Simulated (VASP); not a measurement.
A run of VASP 6.6.1:

INCAR

```
SYSTEM = Os
ALGO     = Normal         ! electronic algorithm
EDIFF    = 1E-6           ! SCF threshold, eV
ENCUT    = 600            ! plane-wave cutoff, eV
GGA      = PE             ! functional
GGA_COMPAT= .FALSE.      
ISIF     = 2              ! what is computed and relaxed
ISMEAR   = -1             ! smearing method
LASPH    = .TRUE.         ! aspherical terms in the spheres
LCHARG   = .FALSE.        ! write CHGCAR
LMAXMIX  = 4              ! l up to which the mixer works
LORBIT   = 11             ! projections on sites
LORBMOM  = .TRUE.       
LREAL    = .FALSE.        ! projectors in reciprocal space
LSORBIT  = .TRUE.         ! spin-orbit coupling
LWAVE    = .FALSE.        ! write WAVECAR
MAGMOM   = 0 0 0          ! initial moments
NBANDS   = 19             ! bands
NELM     = 200            ! most SCF steps
PREC     = Accurate       ! precision mode
SIGMA    = 0.15           ! smearing width, eV
```

The input KPOINTS:

```
k-points
0
G
  4 4 4
  0 0 0
```

The input POSCAR:

```
Os
1.0
    0.0000000000      1.9135700800      1.9135700800
    1.9135700800      0.0000000000      1.9135700800
    1.9135700800      1.9135700800      0.0000000000
Os
1
Direct
    0.0000000000      0.0000000000      0.0000000000
```

Potentials or basis: VASP PAW PBE potentials, release 64 (Os).

Run with:

```bash
$ cat potpaw_PBE.64/Os/POTCAR > POTCAR
$ mpirun -np 1 vasp_ncl > vasp.out
```

Hardware: 1 thread of Intel(R) Xeon(R) Platinum 8259CL CPU @ 2.50GHz (Skylake/Cascade Lake), on a shared host.

Q: Estimate the wall time of this run.

A: Wall time 18 s on 1 thread of Intel(R) Xeon(R) Platinum 8259CL CPU @ 2.50GHz (Skylake/Cascade Lake) (shared host), peak memory 0.19 GiB. Counts: scf iterations 14, k points 8.
